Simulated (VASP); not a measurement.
# SnSe2 (P-3m1) in VASP: notebook

Aim: see how the results for SnSe2 move with the level of theory and the settings. Levels: PBE+D3(BJ), r2SCAN. Tasks: single point, relaxation of cell and atoms.

Program: VASP 6.6.1. These are calculated values, not measurements. Logs are shortened: lines on timing, memory, paths and dates and some standing lists are left out, and cuts for length are marked.

### Step 1. The cell of the first run

It takes space group P-3m1 (No. 164, trigonal). Conventional cell: a = 3.839 Å, b = 3.839 Å, c = 6.011 Å, α = 90.00°, β = 90.00°, γ = 120.00°. Sn (site symmetry -3m) has 6 Se at 2.73 Å within 3.6 Å. Se (site symmetry 3m) has 3 Sn at 2.73 Å and 3 Se at 3.59 Å within 3.6 Å.

### Step 2. Single point, PBE+D3(BJ)

INCAR reads:

```
PREC     = Accurate       # precision mode
ENCUT    = 520            # plane-wave cutoff, eV
EDIFF    = 1E-6           # SCF threshold, eV
ISMEAR   = 0              # smearing method
SIGMA    = 0.02           # smearing width, eV
LREAL    = False          # projectors in reciprocal space
LASPH    = True           # aspherical terms in the spheres
NELM     = 100            # most SCF steps
ALGO     = Normal         # electronic algorithm
ISIF     = 2              # what is computed and relaxed
LWAVE    = False          # write WAVECAR
LCHARG   = True           # write CHGCAR
GGA      = PE             # functional
IVDW     = 12             # dispersion correction
LELF     = True           # ELF
LVHAR    = True         
NBANDS   = 20             # bands
```

KPOINTS reads:

```
regular mesh
0
Gamma
  12 12 6
```

POSCAR reads:

```
SnSe2
1.0
    3.8388190890      0.0000000000      0.0000000000
   -1.9194095445      3.3245148516      0.0000000000
    0.0000000000      0.0000000000      6.0109858019
Sn Se
1 2
Direct
    0.0000000000      0.0000000000      0.0000000000
    0.3333333333      0.6666666667      0.2651136450
    0.6666666667      0.3333333333      0.7348863550
```

Potentials or basis: VASP PAW PBE potentials, release 64 (Sn_d, Se).

Run with:

```console
cat potpaw_PBE.64/Sn_d/POTCAR potpaw_PBE.64/Se/POTCAR > POTCAR
mpirun -np 1 vasp_std > vasp.out
```

OUTCAR:

```text
PREC = Accurate
   ENCUT = 520
   EDIFF = 1E-6
   ISMEAR = 0
   LREAL = False
   LASPH = True
   NELM = 100
   ISIF = 2
   GGA = PE
   IVDW = 12
 IVDW          = 12

 ion  position               nearest neighbor table
   1  0.000  0.000  0.000-   2 2.73   3 2.73   2 2.73   3 2.73   3 2.73   2 2.73
   2  0.333  0.667  0.265-   1 2.73   1 2.73   1 2.73
   3  0.667  0.333  0.735-   1 2.73   1 2.73   1 2.73

  LATTYP: Found a hexagonal cell.
 ALAT       =     3.8388190890
 C/A-ratio  =     1.5658424277

  Lattice vectors:

 A1 = (   3.8388190890,   0.0000000000,   0.0000000000)
 A2 = (  -1.9194095445,   3.3245148516,   0.0000000000)
 A3 = (   0.0000000000,   0.0000000000,   6.0109858019)

Analysis of symmetry for initial positions (statically):
=====================================================================
 Subroutine PRICEL returns:
 Original cell was already a primitive cell.

 Routine SETGRP: Setting up the symmetry group for a
 hexagonal supercell.

 Subroutine GETGRP returns: Found 12 space group operations
 (whereof 12 operations were pure point group operations)
 out of a pool of 24 trial point group operations.

The static configuration has the point symmetry D_3d.

Analysis of symmetry for dynamics (positions and initial velocities):
=====================================================================
 Subroutine PRICEL returns:
 Original cell was already a primitive cell.

 Routine SETGRP: Setting up the symmetry group for a
 hexagonal supercell.

 Subroutine GETGRP returns: Found 12 space group operations
 (whereof 12 operations were pure point group operations)
 out of a pool of 24 trial point group operations.

The dynamic configuration has the point symmetry D_3d.

 Subroutine INISYM returns: Found 12 space group operations
 (whereof 12 operations are pure point group operations),
 and found     1 'primitive' translations

----------------------------------------------------------------------------------------

                                     Primitive cell

  volume of cell :      76.7135

  direct lattice vectors                    reciprocal lattice vectors
     3.838819089  0.000000000  0.000000000     0.260496777  0.150397884  0.000000000
    -1.919409544  3.324514852  0.000000000     0.000000000  0.300795769  0.000000000
     0.000000000  0.000000000  6.010985802     0.000000000  0.000000000  0.166362063

  length of vectors
     3.838819089  3.838819089  6.010985802     0.300795769  0.300795769  0.166362063

  position of ions in fractional coordinates (direct lattice)
     0.000000000  0.000000000  0.000000000
     0.333333333  0.666666667  0.265113645
     0.666666667  0.333333333  0.734886355

  ion indices of the primitive-cell ions
   primitive index   ion index
                 1           1
                 2           2
                 3           3

----------------------------------------------------------------------------------------

 KPOINTS: regular mesh

Automatic generation of k-mesh.
 Grid dimensions read from file:
 generate k-points for:   12   12    6

 Generating k-lattice:

  Cartesian coordinates                     Fractional coordinates (reciprocal lattice)
     0.021708065  0.012533157  0.000000000     0.083333333  0.000000000  0.000000000
     0.000000000  0.025066314  0.000000000     0.000000000  0.083333333  0.000000000
     0.000000000  0.000000000  0.027727011     0.000000000  0.000000000  0.166666667

  Length of vectors
     0.025066314  0.025066314  0.027727011

  Shift w.r.t. Gamma in fractional coordinates (k-lattice)
     0.000000000  0.000000000  0.000000000

 Subroutine IBZKPT returns following result:
 ===========================================

 Found    100 irreducible k-points:

 Following reciprocal coordinates:
            Coordinates               Weight
  0.000000  0.000000  0.000000      1.000000
  0.083333 -0.000000  0.000000      6.000000
  0.166667  0.000000  0.000000      6.000000
  0.250000 -0.000000  0.000000      6.000000
  0.333333 -0.000000  0.000000      6.000000
  0.416667 -0.000000  0.000000      6.000000
[... 16 lines left out ...]
  0.166667  0.000000  0.166667      6.000000
  0.000000  0.166667  0.166667      6.000000
 [... further k-points ...]
   k-points           NKPTS =    100   k-points in BZ     NKDIM =    100   number of bands    NBANDS=     20
   number of dos      NEDOS =    301   number of ions     NIONS =      3
   total plane-waves  NPLWV =  43200
   dimension x,y,z NGX =    30 NGY =   30 NGZ =   48
   dimension x,y,z NGXF=    60 NGYF=   60 NGZF=   96
   ions per type =               1   2
   NGX,Y,Z   is equivalent  to a cutoff of  12.99, 12.99, 13.28 a.u.
   NGXF,Y,Z  is equivalent  to a cutoff of  25.98, 25.98, 26.55 a.u.
 SYSTEM =  unknown system
   PREC   = accura    normal or accurate (medium, high low for compatibility)
   ISTART =      0    job   : 0-new  1-cont  2-samecut
   ICHARG =      2    charge: 1-file 2-atom 10-const
   ISPIN  =      1    spin polarized calculation?
   LNONCOLLINEAR =      F non collinear calculations
   LSORBIT =      F    spin-orbit coupling
   LASPH  =      T    aspherical Exc in radial PAW
   ENCUT  =  520.0 eV  38.22 Ry    6.18 a.u.   7.14  7.14 11.18*2*pi/ulx,y,z
   NELM   =    100;   NELMIN=  2; NELMDL= -5     # of ELM steps
   EDIFF  = 0.1E-05   stopping-criterion for ELM
   LREAL  =      F    real-space projection
   EDIFFG = 0.1E-04   stopping-criterion for IOM
   NSW    =      0    number of steps for IOM
   IBRION =     -1    ionic relax: 0-MD 1-quasi-New 2-CG
   NFREE  =      0    steps in history (QN), initial steepest desc. (CG)
   ISIF   =      2    stress and relaxation
   ISYM   =      2    0-nonsym 1-usesym 2-fastsym
   POTIM  = 0.5000    time-step for ionic-motion
   TEBEG  =    0.0;   TEEND  =   0.0 temperature during run
   PSTRESS=    0.0 pullay stress
   NELECT =      26.0000    total number of electrons
   NUPDOWN=      -1.0000    fix difference up-down
   EMIN   =  10.00;   EMAX   =-10.00  energy-range for DOS
   EFERMI =   0.00;   METHOD = LEGACY
   ISMEAR =     0;   SIGMA  =   0.02  broadening in eV -4-tet -1-fermi 0-gaus
   EFERMI_NEDOS =   21; number of points for ismear=-14 and -15
   IALGO  =     38    algorithm
   IMIX   =      4    mixing-type and parameters
     AMIX     =   0.40;   BMIX     =  1.00
     AMIX_MAG =   1.60;   BMIX_MAG =  1.00
  volume/ion in A,a.u.               =      25.57       172.56
  Fermi-wavevector in a.u.,A,eV,Ry     =   1.141411  2.156954 17.725931  1.302819
  Thomas-Fermi vector in A             =   2.278111
   LORBIT       =      0    0 simple, 1 ext, 2 COOP (PROOUT), +10 PAW based schemes
   GGA     = PE    functional components
   LHFCALC =     F    Hartree Fock is set to
   AEXX    =    0.0000 exact exchange contribution
   IVDW    =    12    specifies the selected vdW correction
   LEPSILON=     F    determine dielectric tensor
   LRPA    =     F    only Hartree local field effects (RPA)
 non-spin polarized calculation
 Gauss-broadening in eV      SIGMA  =   0.02
  energy-cutoff  :      520.00
  volume of cell :       76.71
 maximum number of plane-waves:      2098
 NGX is ok and might be reduce to    30
   NGX = 15   NGY = 15   NGZ = 23

 number of electron      26.0000002 magnetization

 Free energy of the ion-electron system (eV)
  ---------------------------------------------------
  ext. energy  EPLUGINS =         0.00000000
  ---------------------------------------------------
  free energy    TOTEN  =       -11.80637294 eV

  energy without entropy =      -11.80637294  energy(sigma->0) =      -11.80637294

 E-fermi :   4.6081     XC(G=0):  -9.5643

 val. band max:        4.4475211543   @ k =   0.0833   0.0833   0.0000
 cond. band min:       4.7937143213   @ k =   0.0000   0.4167   0.3333
 fundamental gap:      0.3461931670
 Fermi energy:         4.6080960454

 k-point     1 :       0.0000    0.0000    0.0000
  band No.  band energies     occupation
      1     -16.9730      2.00000
      2     -16.9730      2.00000
      3     -16.9388      2.00000
      4     -16.9275      2.00000
      5     -16.9275      2.00000
      6      -9.5143      2.00000
[... 12 lines left out ...]
     19      13.3056      0.00000
     20      13.3056      0.00000

 k-point     2 :       0.0833   -0.0000    0.0000
  band No.  band energies     occupation
      1     -16.9755      2.00000
      2     -16.9705      2.00000
      3     -16.9370      2.00000
      4     -16.9292      2.00000
      5     -16.9274      2.00000
      6      -9.4480      2.00000
[... 12 lines left out ...]
     19      12.6406      0.00000
     20      13.3575      0.00000

 k-point     3 :       0.1667    0.0000    0.0000
  band No.  band energies     occupation
      1     -16.9833      2.00000
      2     -16.9643      2.00000
      3     -16.9351      2.00000
      4     -16.9302      2.00000
      5     -16.9263      2.00000
      6      -9.2536      2.00000
[... 12 lines left out ...]
     19      12.3618      0.00000
     20      13.4643      0.00000

 k-point     4 :       0.2500   -0.0000    0.0000
  band No.  band energies     occupation
      1     -16.9950      2.00000
      2     -16.9577      2.00000
      3     -16.9400      2.00000
      4     -16.9230      2.00000
      5     -16.9228      2.00000
      6      -8.9468      2.00000
[... 12 lines left out ...]
     19      12.4555      0.00000
     20      13.9067      0.00000

 k-point     5 :       0.3333   -0.0000    0.0000
  band No.  band energies     occupation
      1     -17.0075      2.00000
      2     -16.9538      2.00000
      3     -16.9448      2.00000
      4     -16.9169      2.00000
      5     -16.9147      2.00000
      6      -8.5625      2.00000
[... 12 lines left out ...]
     19      13.2569      0.00000
     20      14.4808      0.00000
[... 353 lines left out ...]
      6      -9.3915      2.00000
[... 12 lines left out ...]
     19      12.6724      0.00000
     20      13.3606      0.00000

 k-point    22 :       0.0000    0.0833    0.1667
  band No.  band energies     occupation
      1     -16.9755      2.00000
      2     -16.9705      2.00000
      3     -16.9369      2.00000
      4     -16.9292      2.00000
      5     -16.9274      2.00000
      6      -9.3915      2.00000
[... 12 lines left out ...]
     19      12.5402      0.00000
     20      12.9733      0.00000

 k-point    23 :       0.1667    0.0000    0.1667
  band No.  band energies     occupation
      1     -16.9833      2.00000
      2     -16.9643      2.00000
      3     -16.9351      2.00000
      4     -16.9302      2.00000
      5     -16.9263      2.00000
      6      -9.1985      2.00000
[... 12 lines left out ...]
     19      12.7963      0.00000
     20      13.1455      0.00000

 k-point    24 :       0.0000    0.1667    0.1667
  band No.  band energies     occupation
      1     -16.9833      2.00000
      2     -16.9643      2.00000
      3     -16.9351      2.00000
      4     -16.9301      2.00000
      5     -16.9263      2.00000
      6      -9.1982      2.00000
[... 12 lines left out ...]
     19      12.1560      0.00000
     20      13.1188      0.00000

 [... further k-points ...]

------------------------ aborting loop because EDIFF is reached ----------------------------------------

 Edisp (eV)   -1.09202

 E8    (eV) :    -0.4780

  FORCE on cell =-STRESS in cart. coord.  units (eV):
  Direction    XX          YY          ZZ          XY          YZ          ZX
  --------------------------------------------------------------------------------------
  -------------------------------------------------------------------------------------
  Total       0.04735     0.04735     0.04779     0.00000    -0.00000     0.00000
  in kB       0.98899     0.98899     0.99808     0.00000    -0.00000     0.00000
  external pressure =        0.99 kB  Pullay stress =        0.00 kB

 VOLUME and BASIS-vectors are now :
 -----------------------------------------------------------------------------
  energy-cutoff  :      520.00
  volume of cell :       76.71
      direct lattice vectors                 reciprocal lattice vectors
     3.838819089  0.000000000  0.000000000     0.260496777  0.150397884  0.000000000
    -1.919409544  3.324514852  0.000000000     0.000000000  0.300795769  0.000000000
     0.000000000  0.000000000  6.010985802     0.000000000  0.000000000  0.166362063

 POSITION                                       TOTAL-FORCE (eV/Angst)
 -----------------------------------------------------------------------------------
      0.00000      0.00000      0.00000         0.000000      0.000000      0.000000
     -0.00000      2.21634      1.59359        -0.000000      0.000000      0.017389
      1.91941      1.10817      4.41739        -0.000000     -0.000000     -0.017389
 -----------------------------------------------------------------------------------
    total drift:                               -0.000000     -0.000000      0.000000

  FREE ENERGIE OF THE ION-ELECTRON SYSTEM (eV)
  ---------------------------------------------------
  free  energy   TOTEN  =       -12.8983883702 eV

  energy  without entropy=      -12.8983883702  energy(sigma->0) =      -12.89838837
```

Run time: 1.9 min. Hardware: 1 thread of AMD EPYC 7R43 (Zen 3), shared host; peak memory 0.26 GiB.

Results:

```
Free energy                : -12.8984 eV
Pressure                   : 0.1 GPa
Largest force              : 0.017 eV/Å
Band gap on the k mesh     : 0.35 eV, indirect (least direct gap 0.82 eV)
Dispersion energy per atom : -0.364 eV
```

Forces in eV/Å, atoms in the order of the input:
```
Sn   0.000  0.000  0.000
Se   0.000  0.000  0.017
Se   0.000  0.000 -0.017
```

Levels at points of the mesh, in eV from the valence-band top:
| k point | band 11 | band 12 | band 13 | band 14 | band 15 | band 16 |
| --- | --- | --- | --- | --- | --- | --- |
| (0.00, 0.00, 0.00) | -0.57 | -0.57 | -0.14 | 0.68 | 2.89 | 4.46 |
| (0.50, 0.00, 0.00) | -2.69 | -1.70 | -0.40 | 1.09 | 3.48 | 4.88 |
| (0.00, 0.00, 0.50) | -0.91 | -0.31 | -0.31 | 2.37 | 2.75 | 4.08 |
| (0.50, 0.00, 0.50) | -2.08 | -1.12 | -1.01 | 0.59 | 3.88 | 4.50 |

Caveat: spin-orbit coupling is left out, which moves the levels of the heavy elements.

[end of part 1 of 3]
